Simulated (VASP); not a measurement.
Runs of VASP 6.6.1 on Ca. The structure is that of space group P6_3/mmc (No. 194), or close to it. The cells are those of the table. This isn't the form of Ca at room conditions, which is fcc.

```tsv
cell	k mesh	gap on the mesh (eV)	pressure (GPa)
a = 3.919, b = 3.919, c = 12.874 Å, angles 90.0, 90.0, 120.0°, 4 atoms	11 × 11 × 3	none	(a)
a = 3.723, b = 3.723, c = 12.229 Å, angles 90.0, 90.0, 120.0°, 4 atoms	11 × 11 × 3	none	0.8
a = 3.872, b = 3.872, c = 12.718 Å, angles 90.0, 90.0, 120.0°, 4 atoms	11 × 11 × 3	none	-1.3
a = 3.616, b = 3.616, c = 11.879 Å, angles 90.0, 90.0, 120.0°, 4 atoms	11 × 11 × 3	none	(b)
a = 3.774, b = 3.774, c = 12.396 Å, angles 90.0, 90.0, 120.0°, 4 atoms	11 × 11 × 3	none	0.0
a = 3.670, b = 3.670, c = 12.057 Å, angles 90.0, 90.0, 120.0°, 4 atoms	11 × 11 × 3	none	1.8
a = 3.824, b = 3.824, c = 12.559 Å, angles 90.0, 90.0, 120.0°, 4 atoms	11 × 11 × 3	none	-0.7
a = 3.774, b = 3.774, c = 12.396 Å, angles 90.0, 90.0, 120.0°, 4 atoms	9 × 9 × 3	none	0.0
```

Alike in all rows: task single point; level LDA; potentials or basis VASP PAW LDA potentials, release 64 (Ca_sv); no spin polarisation; cutoff (eV) 520; smearing fermi-dirac 0.1 eV.

Q: Fill in the values left out.

A: (a) -1.8; (b) 3.0.

Caveats: the cell stands under pressure (at least some runs).

A gap of «none» marks levels without a gap at the run's occupations.
